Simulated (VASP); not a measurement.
Wanted: the native input for a VASP 6.6.1 run.

```
Task                   : single point
Functional             : PBE
Potentials or basis    : VASP PAW PBE potentials, release 64 (Ti_sv, C)
Cutoff                 : 520 eV
k mesh                 : 24 × 24 × 24
Occupations            : gaussian, width 0.15 eV
Spin                   : no spin polarisation
Dipole correction      : no
Further INCAR settings : ALGO = Normal; EDIFF = 1e-06; NBANDS = 15
```

The structure of TiC lies in POSCAR:

```
TiC
1.0
    0.0000000000      2.1259486936      2.1664615241
    2.2069743546      0.0000000000      2.1664615241
    2.2069743546      2.1259486936      0.0000000000
Ti C
1 1
Direct
    0.0000000000      0.0000000000      0.0000000000
    0.5000000000      0.5000000000      0.5000000000
```

This cell differs from its parent crystal: strain +0.0187 x Voigt [1, -1, 0, 0, 0, 0].

These files were run (other wordings do the same):

INCAR

```
SYSTEM = TiC
ALGO = Normal ; EDIFF = 1E-6
ENCUT = 520 ; GGA = PE
ISIF = 2 ; ISMEAR = 0
LASPH = .True. ; LCHARG = .True.
LELF = .True. ; LREAL = .False.
LVHAR = .True. ; LWAVE = .False.
NBANDS = 15 ; NELM = 60
PREC = Accurate ; SIGMA = 0.15
```

KPOINTS

```
k-points
0
Gamma
  24 24 24
  0 0 0
```

Potentials or basis: VASP PAW PBE potentials, release 64 (Ti_sv, C).

The run is started by

```console
$ cat potpaw_PBE.64/Ti_sv/POTCAR potpaw_PBE.64/C/POTCAR > POTCAR
$ mpirun -np 1 vasp_std > vasp.out
```

It gave:

| Quantity | Value |
| --- | --- |
| Pressure | 0.8 GPa |
| Band gap on the k mesh | zero (bands 8 and 9 overlap by 1.42 eV) |

Caveat: the cell differs from its parent crystal (strain +0.0187 x Voigt [1, -1, 0, 0, 0, 0]).

Run time: 3.2 min on 1 thread of Intel(R) Xeon(R) 6975P-C (Granite Rapids) (shared host), peak memory 0.66 GiB.
